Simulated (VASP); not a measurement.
# H20SO12 in VASP: a series of runs

Runs on H20SO12. Level: PBE+D3(BJ). Tasks: single point.

Everything below comes from runs of VASP 6.6.1. Logs are shortened: lines on timing, memory, paths and dates and some standing lists are left out, and cuts for length are marked.

## 1. The cell of the first run

The cell holds a disordered packing, 33 atoms: a = 7.863 Å, b = 7.863 Å, c = 7.863 Å, α = 90.00°, β = 90.00°, γ = 90.00°.

## 2. Single point, PBE+D3(BJ)

Input file INCAR:

```
SYSTEM = H20SO12
PREC     = Accurate       ! precision mode
ENCUT    = 520            ! plane-wave cutoff, eV
EDIFF    = 1E-6           ! SCF threshold, eV
ISMEAR   = -1             ! smearing method
SIGMA    = 0.02           ! smearing width, eV
LREAL    = Auto         
LASPH    = .TRUE.         ! aspherical terms in the spheres
NELM     = 120            ! most SCF steps
ALGO     = Normal         ! electronic algorithm
ISIF     = 2              ! what is computed and relaxed
LWAVE    = .FALSE.        ! write WAVECAR
LCHARG   = .TRUE.         ! write CHGCAR
GGA      = PE             ! functional
IVDW     = 12             ! dispersion correction
LELF     = .TRUE.         ! ELF
LVHAR    = .TRUE.       
NBANDS   = 71             ! bands
GGA_COMPAT= .FALSE.
```

Input file KPOINTS:

```
Automatic mesh
0
G
  1 1 1
  0 0 0
```

Input file POSCAR:

```
H20SO12
1.0
    7.8633030000      0.0000000000      0.0000000000
    0.0000000000      7.8633030000      0.0000000000
    0.0000000000      0.0000000000      7.8633030000
O H S
12 20 1
Direct
   -0.0010301015      0.1942313554      0.1919168065
    0.1901363842      0.7097017627     -0.0347691040
    0.8726739895      0.0744725213      0.5141986771
    0.2964021608      0.9975197446      0.1273256289
    0.6305238397      0.2858722346      0.6427451670
    0.5979548289      0.6771836212      0.6623679642
    0.6329401271      0.1720269459      1.0059258813
    0.3124386788      0.7270735974      0.3860972927
    0.5018628940      0.5186370155     -0.0116236141
    0.2712600545      0.1395469563      0.7069802601
    1.0171043898      0.6615413396      0.6567469167
    1.0349721993      0.4101838629      0.8446196210
    0.0121958927      0.3137612782      0.1613444121
    0.1054391520      0.1334553686      0.1681100169
    0.2002593567      0.8160692778      0.0272150266
    0.2769828404      0.6304856878     -0.0033955197
    0.9135473986      0.1236376113      0.4069536682
    0.9754933773      0.0701486386      0.5925118236
    0.3997811098      1.0397920568      0.0643877007
    0.3364743798      0.9571041584      0.2389453897
    0.6477176321      0.4001117597      0.5994427533
    0.7184894185      0.2143501274      0.5948263726
    0.6762679754      0.7553950293      0.7208039675
    0.5422911975      0.6233894332      0.7627964991
    0.7448396685      0.1444812695      1.0537429373
    0.6728215866      0.1996362089      0.8857219415
    0.2314803334      0.6970734817      0.4802816323
    0.4264620097      0.7341062655      0.4478779465
    0.5516384145      0.5998878588      0.0628234725
    0.5692645953      0.4166442524     -0.0073760352
    0.2316965275      0.2457491464      0.7505243026
    0.3820913425      0.1679446919      0.6611343859
    0.9832382143      0.5883914177      0.8224915153
```

Potentials or basis: VASP PAW PBE potentials, release 64 (O, H, S).

Launch:

```bash
$ cat potpaw_PBE.64/O/POTCAR potpaw_PBE.64/H/POTCAR potpaw_PBE.64/S/POTCAR > POTCAR
$ mpirun -np 1 vasp_gam > vasp.out
```

OUTCAR:

```text
SYSTEM = H20SO12
   PREC = Accurate
   ENCUT = 520
   EDIFF = 1E-6
   ISMEAR = -1
   LREAL = Auto
   LASPH = .TRUE.
   NELM = 120
   ISIF = 2
   GGA = PE
   IVDW = 12
 IVDW          = 12

 ion  position               nearest neighbor table
   1  0.999  0.194  0.192-  13 0.98  14 0.98
   2  0.190  0.710  0.965-  16 0.96  15 0.97  33 2.19
   3  0.873  0.074  0.514-  17 0.98  18 1.02
   4  0.296  0.998  0.127-  20 0.99  19 1.01
   5  0.631  0.286  0.643-  22 0.97  21 0.97
   6  0.598  0.677  0.662-  23 0.98  24 1.00
   7  0.633  0.172  0.006-  25 0.98  26 1.02
   8  0.312  0.727  0.386-  27 1.00  28 1.02
   9  0.502  0.519  0.988-  29 0.95  30 0.96
  10  0.271  0.140  0.707-  31 0.95  32 0.97
  11  0.017  0.662  0.657-  33 1.45
  12  0.035  0.410  0.845-  33 1.47
  13  0.012  0.314  0.161-   1 0.98
  14  0.105  0.133  0.168-   1 0.98
  15  0.200  0.816  0.027-   2 0.97
  16  0.277  0.630  0.997-   2 0.96
[... 14 lines left out ...]
  31  0.232  0.246  0.751-  10 0.95
  32  0.382  0.168  0.661-  10 0.97
  33  0.983  0.588  0.822-  11 1.45  12 1.47   2 2.19

  LATTYP: Found a simple cubic cell.
 ALAT       =     7.8633030000

  Lattice vectors:

 A1 = (   7.8633030000,   0.0000000000,   0.0000000000)
 A2 = (   0.0000000000,   7.8633030000,   0.0000000000)
 A3 = (   0.0000000000,   0.0000000000,   7.8633030000)

Analysis of symmetry for initial positions (statically):
=====================================================================
 Subroutine PRICEL returns:
 Original cell was already a primitive cell.

 Routine SETGRP: Setting up the symmetry group for a
 simple cubic supercell.

 Subroutine GETGRP returns: Found  1 space group operations
 (whereof  1 operations were pure point group operations)
 out of a pool of 48 trial point group operations.

The static configuration has the point symmetry C_1 .

Analysis of symmetry for dynamics (positions and initial velocities):
=====================================================================
 Subroutine PRICEL returns:
 Original cell was already a primitive cell.

 Routine SETGRP: Setting up the symmetry group for a
 simple cubic supercell.

 Subroutine GETGRP returns: Found  1 space group operations
 (whereof  1 operations were pure point group operations)
 out of a pool of 48 trial point group operations.

The dynamic configuration has the point symmetry C_1 .

 Subroutine INISYM returns: Found  1 space group operations
 (whereof  1 operations are pure point group operations),
 and found     1 'primitive' translations

----------------------------------------------------------------------------------------

                                     Primitive cell

  volume of cell :     486.2001

  direct lattice vectors                    reciprocal lattice vectors
     7.863303000  0.000000000  0.000000000     0.127173021  0.000000000  0.000000000
     0.000000000  7.863303000  0.000000000     0.000000000  0.127173021  0.000000000
     0.000000000  0.000000000  7.863303000     0.000000000  0.000000000  0.127173021

  length of vectors
     7.863303000  7.863303000  7.863303000     0.127173021  0.127173021  0.127173021

  position of ions in fractional coordinates (direct lattice)
     0.998969899  0.194231355  0.191916806
     0.190136384  0.709701763  0.965230896
     0.872673990  0.074472521  0.514198677
     0.296402161  0.997519745  0.127325629
     0.630523840  0.285872235  0.642745167
     0.597954829  0.677183621  0.662367964
[... 25 lines left out ...]
     0.382091342  0.167944692  0.661134386
     0.983238214  0.588391418  0.822491515

  ion indices of the primitive-cell ions
   primitive index   ion index
                 1           1
                 2           2
                 3           3
                 4           4
                 5           5
                 6           6
[... 25 lines left out ...]
                32          32
                33          33

----------------------------------------------------------------------------------------

 KPOINTS: Automatic mesh

Automatic generation of k-mesh.
 Grid dimensions read from file:
 generate k-points for:    1    1    1

 Generating k-lattice:

  Cartesian coordinates                     Fractional coordinates (reciprocal lattice)
     0.127173021  0.000000000  0.000000000     1.000000000  0.000000000  0.000000000
     0.000000000  0.127173021  0.000000000     0.000000000  1.000000000  0.000000000
     0.000000000  0.000000000  0.127173021     0.000000000  0.000000000  1.000000000

  Length of vectors
     0.127173021  0.127173021  0.127173021

  Shift w.r.t. Gamma in fractional coordinates (k-lattice)
     0.000000000  0.000000000  0.000000000

 Subroutine IBZKPT returns following result:
 ===========================================

 Found      1 irreducible k-points:

 Following reciprocal coordinates:
            Coordinates               Weight
  0.000000  0.000000  0.000000      1.000000
   k-points           NKPTS =      1   k-points in BZ     NKDIM =      1   number of bands    NBANDS=     71
   number of dos      NEDOS =    301   number of ions     NIONS =     33
   total plane-waves  NPLWV = 216000
   dimension x,y,z NGX =    60 NGY =   60 NGZ =   60
   dimension x,y,z NGXF=   120 NGYF=  120 NGZF=  120
   ions per type =              12  20   1
   NGX,Y,Z   is equivalent  to a cutoff of  12.69, 12.69, 12.69 a.u.
   NGXF,Y,Z  is equivalent  to a cutoff of  25.37, 25.37, 25.37 a.u.
 SYSTEM =  H20SO12
   PREC   = accura    normal or accurate (medium, high low for compatibility)
   ISTART =      0    job   : 0-new  1-cont  2-samecut
   ICHARG =      2    charge: 1-file 2-atom 10-const
   ISPIN  =      1    spin polarized calculation?
   LNONCOLLINEAR =      F non collinear calculations
   LSORBIT =      F    spin-orbit coupling
   LASPH  =      T    aspherical Exc in radial PAW
   ENCUT  =  520.0 eV  38.22 Ry    6.18 a.u.  14.62 14.62 14.62*2*pi/ulx,y,z
   NELM   =    120;   NELMIN=  2; NELMDL= -5     # of ELM steps
   EDIFF  = 0.1E-05   stopping-criterion for ELM
   LREAL  =      T    real-space projection
   EDIFFG = 0.1E-04   stopping-criterion for IOM
   NSW    =      0    number of steps for IOM
   IBRION =     -1    ionic relax: 0-MD 1-quasi-New 2-CG
   NFREE  =      0    steps in history (QN), initial steepest desc. (CG)
   ISIF   =      2    stress and relaxation
   ISYM   =      2    0-nonsym 1-usesym 2-fastsym
   POTIM  = 0.5000    time-step for ionic-motion
   TEBEG  =    0.0;   TEEND  =   0.0 temperature during run
   PSTRESS=    0.0 pullay stress
   NELECT =      98.0000    total number of electrons
   NUPDOWN=      -1.0000    fix difference up-down
   EMIN   =  10.00;   EMAX   =-10.00  energy-range for DOS
   EFERMI =   0.00;   METHOD = LEGACY
   ISMEAR =    -1;   SIGMA  =   0.02  broadening in eV -4-tet -1-fermi 0-gaus
   EFERMI_NEDOS =   21; number of points for ismear=-14 and -15
   IALGO  =     38    algorithm
   IMIX   =      4    mixing-type and parameters
     AMIX     =   0.40;   BMIX     =  1.00
     AMIX_MAG =   1.60;   BMIX_MAG =  1.00
  volume/ion in A,a.u.               =      14.73        99.43
  Fermi-wavevector in a.u.,A,eV,Ry     =   0.959869  1.813889 12.535700  0.921348
  Thomas-Fermi vector in A             =   2.089103
   LORBIT       =      0    0 simple, 1 ext, 2 COOP (PROOUT), +10 PAW based schemes
   GGA     = PE    functional components
   LHFCALC =     F    Hartree Fock is set to
   AEXX    =    0.0000 exact exchange contribution
   IVDW    =    12    specifies the selected vdW correction
   LEPSILON=     F    determine dielectric tensor
   LRPA    =     F    only Hartree local field effects (RPA)
 non-spin polarized calculation
  energy-cutoff  :      520.00
  volume of cell :      486.20
 maximum number of plane-waves:      6567
 NGX is ok and might be reduce to    60
   NGX = 29   NGY = 29   NGZ = 29

 number of electron      98.0000001 magnetization

 Free energy of the ion-electron system (eV)
  ---------------------------------------------------
  ext. energy  EPLUGINS =         0.00000000
  ---------------------------------------------------
  free energy    TOTEN  =      -162.94667221 eV

  energy without entropy =     -162.94667221  energy(sigma->0) =     -162.94667221

 E-fermi :  -3.5180     XC(G=0):  -5.7710

 val. band max:       -4.0166776879   @ k =   0.0000   0.0000   0.0000
 cond. band min:      -0.4745203670   @ k =   0.0000   0.0000   0.0000
 fundamental gap:      3.5421573209
 Fermi energy:        -3.5180487982

 k-point     1 :       0.0000    0.0000    0.0000
  band No.  band energies     occupation
      1     -25.4283      2.00000
      2     -23.6597      2.00000
      3     -23.3707      2.00000
      4     -22.9943      2.00000
      5     -22.9106      2.00000
      6     -22.8363      2.00000
[... 53 lines left out ...]
     60       4.2866      0.00000
     61       4.7892      0.00000
 [bands above 61 left out]

------------------------ aborting loop because EDIFF is reached ----------------------------------------

 Edisp (eV)   -0.94256

 E8    (eV) :    -0.2076

  FORCE on cell =-STRESS in cart. coord.  units (eV):
  Direction    XX          YY          ZZ          XY          YZ          ZX
  --------------------------------------------------------------------------------------
  -------------------------------------------------------------------------------------
  Total      -4.44322    -0.02203    -4.42613    -2.41748     2.14219     0.06068
  in kB     -14.64177    -0.07260   -14.58543    -7.96633     7.05916     0.19997
  external pressure =       -9.77 kB  Pullay stress =        0.00 kB

 VOLUME and BASIS-vectors are now :
 -----------------------------------------------------------------------------
  energy-cutoff  :      520.00
  volume of cell :      486.20
      direct lattice vectors                 reciprocal lattice vectors
     7.863303000  0.000000000  0.000000000     0.127173021  0.000000000  0.000000000
     0.000000000  7.863303000  0.000000000     0.000000000  0.127173021  0.000000000
     0.000000000  0.000000000  7.863303000     0.000000000  0.000000000  0.127173021

 POSITION                                       TOTAL-FORCE (eV/Angst)
 -----------------------------------------------------------------------------------
      7.85520      1.52730      1.50910        -0.728912      0.050000      0.223418
      1.49510      5.58060      7.58990        -0.859310     -0.244794     -0.899783
      6.86210      0.58560      4.04330         1.033391     -0.087259      1.350000
      2.33070      7.84380      1.00120         0.877775      0.324628     -0.327324
      4.95800      2.24790      5.05410        -0.982331      0.311304      0.828183
      4.70190      5.32490      5.20840        -0.004572     -0.024091      0.920077
[... 25 lines left out ...]
      3.00450      1.32060      5.19870         0.488051      0.058228     -0.195159
      7.73150      4.62670      6.46750        -0.424730     -0.537651     -0.024776
 -----------------------------------------------------------------------------------
    total drift:                                0.003426      0.007839     -0.002757

  FREE ENERGIE OF THE ION-ELECTRON SYSTEM (eV)
  ---------------------------------------------------
  free  energy   TOTEN  =      -163.8892331469 eV

  energy  without entropy=     -163.8892331468  energy(sigma->0) =     -163.88923315
```

Wall time 44 s (1 thread of AMD EPYC 9R45 (Zen 5), shared host); peak memory 0.42 GiB.

What came out:

```yaml
Free_energy: -163.8892 eV
Pressure: -1.0 GPa
Largest_force: 1.926 eV/Å
Band_gap_on_the_k_mesh: 3.54 eV
Dispersion_energy_per_atom: -0.029 eV
```

Forces on the atoms (eV/Å):
```
O   -0.729  0.050  0.223
O   -0.859 -0.245 -0.900
O    1.033 -0.087  1.350
O    0.878  0.325 -0.327
O   -0.982  0.311  0.828
O   -0.005 -0.024  0.920
O    1.082  0.353 -1.554
O    1.052 -0.010  1.499
O   -1.083  0.571 -0.990
O   -0.003 -0.912 -0.233
O    0.232  0.148 -0.250
O    0.089  0.430  0.141
H    0.278 -0.350 -0.078
H    0.340  0.151 -0.211
H    0.392  0.878  0.537
H    0.911 -0.763  0.435
H    0.326  0.052 -0.187
H   -1.130  0.107 -1.230
H   -0.884 -0.164  0.536
H   -0.218 -0.175 -0.151
H    0.053  0.266  0.033
H    0.958 -0.711 -0.663
H   -0.167 -0.105 -0.668
H    0.029  0.045 -0.423
H   -0.031  0.015  0.616
H   -1.063 -0.197  0.751
H    0.598  0.369 -0.836
H   -1.523 -0.221 -0.513
H    0.561  0.551  0.820
H    0.392 -1.083  0.304
H   -0.591  0.907  0.439
H    0.488  0.058 -0.195
S   -0.425 -0.538 -0.025
```

Stress tensor (GPa, compression positive):
```
-1.46 -0.80  0.02
-0.80 -0.01  0.71
 0.02  0.71 -1.46
```

Levels at points of the mesh, in eV from the valence-band top:
```tsv
k point	band 46	band 47	band 48	band 49	band 50	band 51	band 52	band 53
(0.00, 0.00, 0.00)	-0.47	-0.42	-0.36	0.00	3.54	4.46	6.31	6.47
```

Caveat: the k points lie up to 0.80 Å⁻¹ apart.

## 3. Single point, PBE+D3(BJ)

Input file INCAR:

```
ALGO = Normal
EDIFF = 1E-6
ENCUT = 520
GGA = PE
GGA_COMPAT = False
ISIF = 2
ISMEAR = -1
IVDW = 12
LASPH = True
LCHARG = False
LREAL = Auto
LWAVE = False
NBANDS = 71
NELM = 120
PREC = Accurate
SIGMA = 0.02
```

Input file KPOINTS:

```
k-points
0
Gamma
  1 1 1
```

Input file POSCAR:

```
H20SO12
1.0
    7.8633030000      0.0000000000      0.0000000000
    0.0000000000      7.8633030000      0.0000000000
    0.0000000000      0.0000000000      7.8633030000
O H S
12 20 1
Direct
   -0.0094871074      0.1843881636      0.1865373877
    0.2243204923      0.7047165803     -0.0636628145
    0.8730682259      0.0615263077      0.5265471774
    0.3093229397      0.9770448881      0.1284829034
    0.6412953946      0.3159868061      0.6419948462
    0.5870179491      0.6662340240      0.6570139800
    0.6419312597      0.1679574092      0.9597239226
    0.3202598196      0.7349710421      0.3630281066
    0.5246014302      0.5050803714      0.0030521525
    0.2741977513      0.1539429423      0.7471923694
    1.0120937728      0.6715117044      0.6554624691
    1.0511486077      0.4072843181      0.8191850168
    0.0266300307      0.3023538582      0.1923491947
    0.0882580768      0.1239936958      0.1443795311
    0.2394795164      0.8231782496     -0.0025434604
    0.3182504858      0.6295827593     -0.0135820787
    0.8858872665      0.0872788445      0.4036598869
    0.9867481897      0.0379229950      0.5626007290
    0.4099422342      1.0260065013      0.0792287923
    0.3359148185      0.9020509575      0.2291530671
    0.6655472897      0.4449402497      0.6097564853
    0.7324784508      0.2435490531      0.5917487855
    0.6394768204      0.7787312787      0.6300151476
    0.5377256860      0.6672895601      0.7743056576
    0.7527879824      0.1788561372      1.0118394268
    0.6466748134      0.2113997133      0.8373961934
    0.2150622963      0.7477137788      0.4250631064
    0.4020066377      0.7226861282      0.4554701758
    0.5778614915      0.5148854114      0.1139724617
    0.5654366874      0.3948213620     -0.0369564800
    0.2160923978      0.2620527277      0.7599605408
    0.3467753945      0.1907340974      0.6464459019
    0.9897494730      0.5837114505      0.8132714713
```

Potentials or basis: VASP PAW PBE potentials, release 64 (O, H, S).

Launch:

```bash
$ cat potpaw_PBE.64/O/POTCAR potpaw_PBE.64/H/POTCAR potpaw_PBE.64/S/POTCAR > POTCAR
$ mpirun -np 1 vasp_gam > vasp.out
```

Wall time 41 s (1 thread of AMD EPYC 9R45 (Zen 5), shared host); peak memory 0.41 GiB.

Results (log left out):

* Free energy: -163.7481 eV
* Pressure: -1.4 GPa
* Largest force: 2.759 eV/Å
* Band gap on the k mesh: 3.38 eV
* Dispersion energy per atom: -0.029 eV

Forces in eV/Å, atoms in the order of the input:
```
O   -0.989  0.370  0.330
O    1.347  0.543  1.124
O   -1.065  0.271 -1.017
O   -1.033 -0.474  0.400
O    0.753  1.955 -0.921
O   -0.060  0.851 -0.061
O   -0.745  0.319 -0.846
O    0.312  0.091 -0.015
O   -0.136  0.808  0.125
O    1.338  0.382 -2.032
O    0.141  0.624 -1.296
O   -0.280  0.616  0.097
H    0.031  0.015 -0.033
H    0.908 -0.552 -0.291
H   -0.091 -1.253 -0.574
H   -1.080  0.541 -0.575
H    0.135 -0.009  0.373
H    0.903 -0.072  0.583
H    0.779  0.374 -0.283
H    0.086  0.290 -0.449
H   -0.612 -2.537  0.896
H   -0.137  0.302  0.121
H   -0.362 -0.921  0.695
H    0.525  0.174 -0.819
H    0.612 -0.002 -0.066
H    0.240 -0.331  0.933
H   -0.652 -0.086  0.219
H    0.385 -0.197  0.238
H   -0.097  0.156  0.091
H   -0.089 -0.716 -0.053
H   -0.748  0.268  0.580
H   -0.467 -0.927  1.344
S    0.146 -0.874  1.180
```

Stress tensor (GPa, compression positive):
```
-0.57 -0.59  0.08
-0.59 -2.23  0.88
 0.08  0.88 -1.48
```

Levels at points of the mesh, in eV from the valence-band top:
```
           k point  band 46  band 47  band 48  band 49  band 50  band 51  band 52  band 53
(0.00, 0.00, 0.00)    -0.69    -0.55    -0.44     0.00     3.38     4.27     6.22     6.39
```

Caveat: the k points lie up to 0.80 Å⁻¹ apart.

[end of part 1 of 3]
